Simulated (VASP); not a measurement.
Wanted: the native input for a VASP 6.6.1 run.

```
Task                   : single point
Functional             : PBE
Potentials or basis    : VASP PAW PBE potentials, release 64 (Au)
Cutoff                 : 520 eV
k mesh                 : 22 × 22 × 22
Occupations            : gaussian, width 0.15 eV
Spin                   : no spin polarisation
Dipole correction      : no
Further INCAR settings : ALGO = Fast; EDIFF = 1e-06; NBANDS = 12
```

The structure of Au lies in POSCAR:

```
Au
1.0
    0.2566518929      2.1815410900      2.1815410900
    2.1815410900      0.2566518929      2.1815410900
    2.1815410900      2.1815410900      0.2566518929
Au
1
Direct
    0.0000000000      0.0000000000      0.0000000000
```

This cell differs from its parent crystal: ratio of the length along [111] to the lengths across it x 1.2, volume and fractional coordinates fixed.

These files were run (other wordings do the same):

INCAR

```
ALGO     = Fast           # electronic algorithm
EDIFF    = 1E-6           # SCF threshold, eV
ENCUT    = 520            # plane-wave cutoff, eV
GGA      = PE             # functional
ISIF     = 2              # what is computed and relaxed
ISMEAR   = 0              # smearing method
LASPH    = True           # aspherical terms in the spheres
LCHARG   = False          # write CHGCAR
LREAL    = False          # projectors in reciprocal space
LWAVE    = False          # write WAVECAR
NBANDS   = 12             # bands
NELM     = 60             # most SCF steps
PREC     = Accurate       # precision mode
SIGMA    = 0.15           # smearing width, eV
```

KPOINTS

```
k-points
0
Gamma
  22 22 22
```

Potentials or basis: VASP PAW PBE potentials, release 64 (Au).

Launch:

```bash
$ cat potpaw_PBE.64/Au/POTCAR > POTCAR
$ mpirun -np 1 vasp_std > vasp.out
```

It gave:

* Pressure: 14.8 GPa

Run time: 2.2 min on 1 thread of Intel(R) Xeon(R) Platinum 8259CL CPU @ 2.50GHz (Skylake/Cascade Lake), on a shared host, peak memory 0.31 GiB.
